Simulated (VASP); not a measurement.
InSe2: single point with PBEsol

InSe2:

```
In Se
1.0
     3.52616    0.00000    0.00000
     0.00000    3.52616    0.00000
     0.00000    0.00000   10.08775
In Se
2 4
Direct
  0.00000 0.50000 0.70511
  0.50000 0.00000 0.29489
  0.00000 0.50000 0.36699
  0.50000 0.00000 0.63301
  0.00000 0.00000 0.00000
  0.50000 0.50000 0.00000
```

```
Program                : VASP 6.6.1
Task                   : single point
Functional             : PBEsol
Potentials or basis    : VASP PAW PBE potentials, release 64 (In_d, Se)
Cutoff                 : 500 eV
k mesh                 : 12 × 12 × 6
Occupations            : gaussian, width 0.15 eV
Spin                   : no spin polarisation
Dipole correction      : no
Further INCAR settings : ALGO = Normal; EDIFF = 1e-06; NBANDS = 34
```

| Quantity | Value |
| --- | --- |
| Pressure | 17.0 GPa |
| Largest force | 1.105 eV/Å |
| Band gap on the k mesh | zero (bands 25 and 26 overlap by 2.94 eV) |

Forces on the atoms (eV/Å):
```
In   0.000  0.000  1.105
In   0.000  0.000 -1.105
Se   0.000  0.000  0.527
Se   0.000  0.000 -0.527
Se   0.000  0.000  0.000
Se   0.000  0.000  0.000
```

Stress tensor (GPa, compression positive):
```
25.89  0.00  0.00
 0.00 25.89  0.00
 0.00  0.00 -0.81
```

Levels at points of the mesh, in eV from the Fermi level:
```tsv
k point	band 22	band 23	band 24	band 25	band 26	band 27	band 28	band 29
(0.00, 0.00, 0.00)	-2.64	-2.64	-1.51	0.16	0.68	2.29	2.77	3.64
(0.50, 0.00, 0.00)	-2.47	-1.24	-1.24	-1.22	-1.22	1.03	1.03	2.93
(0.50, 0.50, 0.00)	-4.13	-2.37	-2.37	-1.99	-1.99	1.75	1.75	2.75
(0.00, 0.00, 0.50)	-2.61	-2.61	-0.99	0.11	0.68	1.33	2.59	4.29
(0.50, 0.00, 0.50)	-2.47	-1.25	-1.25	-1.24	-1.24	0.30	0.30	3.35
(0.50, 0.50, 0.50)	-4.05	-2.48	-2.48	-2.21	-2.21	2.37	2.37	3.52
```

It took 7.4 min on 1 thread of Oxide Virtual Turin-like Processor, with other jobs on the host, peak memory 0.46 GiB.

Caveat: the stress differs along the axes, from -1 to 26 GPa; the PAW data sets were made with another functional, which shifts forces and pressure a little; spin-orbit coupling is left out, which moves the levels of the heavy elements.
